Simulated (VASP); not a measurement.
Here is a VASP 6.6.1 calculation.

File POSCAR:

```
Sc3Al
1.0
    4.4319880000      0.0000000000      0.0000000000
    0.0000000000      4.4319880000      0.0000000000
    0.0000000000      0.0000000000      4.4319880000
Sc Al
3 1
Direct
    0.5000000000      0.0000000000      0.5000000000
    0.0000000000      0.5000000000      0.5000000000
    0.5000000000      0.5000000000      0.0000000000
    0.0000000000      0.0000000000      0.0000000000
```

INCAR.step1

```
ALGO = Normal
EDIFF = 1E-4
ENCUT = 520
GGA = PE
ISMEAR = -1
LASPH = T
LCHARG = F
LREAL = F
LWAVE = T
NBANDS = 26
NELM = 100
PREC = Accurate
SIGMA = 0.15
```

Contents of INCAR.step2:

```
ALGO = Normal
EDIFF = 1E-6
ENCUT = 520
ISIF = 2
ISMEAR = -1
ISTART = 1
LASPH = T
LCHARG = T
LELF = T
LMIXTAU = T
LREAL = F
LVHAR = T
LWAVE = F
METAGGA = R2SCAN
NBANDS = 26
NELM = 100
PREC = Accurate
SIGMA = 0.15
```

File KPOINTS:

```
k-points
0
Gamma
  5 5 5
```

Potentials or basis: VASP PAW PBE potentials, release 64 (Sc_sv, Al).

Command:

```sh
$ cat potpaw_PBE.64/Sc_sv/POTCAR potpaw_PBE.64/Al/POTCAR > POTCAR
$ cp INCAR.step1 INCAR
$ mpirun -np 1 vasp_std > vasp.out
$ cp INCAR.step2 INCAR
$ mpirun -np 1 vasp_std > vasp.out
```

(1) Predict the pressure.

(2) Estimate the band gap on the k mesh.

## Answers

(1) 0.3 GPa.

(2) zero (band 18 reaches 5.05 eV, above the bottom of band 19 at 4.06 eV).

Caveat: the PAW data sets were made with another functional, which shifts forces and pressure a little.
